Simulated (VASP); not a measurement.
Write the native input for VASP 6.6.1 that does the following.

```
Task                   : single point
Functional             : LDA
Potentials or basis    : VASP PAW LDA potentials, release 64 (Sn_d, Te)
Cutoff                 : 500 eV
k mesh                 : 3 × 3 × 3
Occupations            : gaussian, width 0.01 eV
Spin                   : no spin polarisation
Dipole correction      : no
Further INCAR settings : ALGO = Normal; EDIFF = 1e-06; NBANDS = 17
```

The structure of SnTe lies in POSCAR:

```
SnTe
1.0
    0.0000000000      3.1508500000      3.1508500000
    3.1508500000      0.0000000000      3.1508500000
    3.1508500000      3.1508500000      0.0000000000
Sn Te
1 1
Direct
    0.0000000000      0.0000000000      0.0000000000
    0.5000000000      0.5000000000      0.5000000000
```

One way to write it, as run:

INCAR

```
PREC = Accurate
ENCUT = 500
EDIFF = 1E-6
ISMEAR = 0
SIGMA = 0.01
LREAL = F
LASPH = T
NELM = 120
ALGO = Normal
ISIF = 2
LWAVE = F
LCHARG = F
NBANDS = 17
GGA_COMPAT = F
```

KPOINTS

```
regular mesh
0
Gamma
  3 3 3
```

Potentials or basis: VASP PAW LDA potentials, release 64 (Sn_d, Te).

Run with:

```bash
$ cat potpaw_LDA.64/Sn_d/POTCAR potpaw_LDA.64/Te/POTCAR > POTCAR
$ mpirun -np 1 vasp_std > vasp.out
```

Results of the run:

```json
{"Pressure": "-1.5 GPa"}
```

Caveat: the k points lie up to 0.58 Å⁻¹ apart.

Run time: 9 s on 1 thread of Intel Xeon 8259CL, on a shared host, peak memory 0.15 GiB.
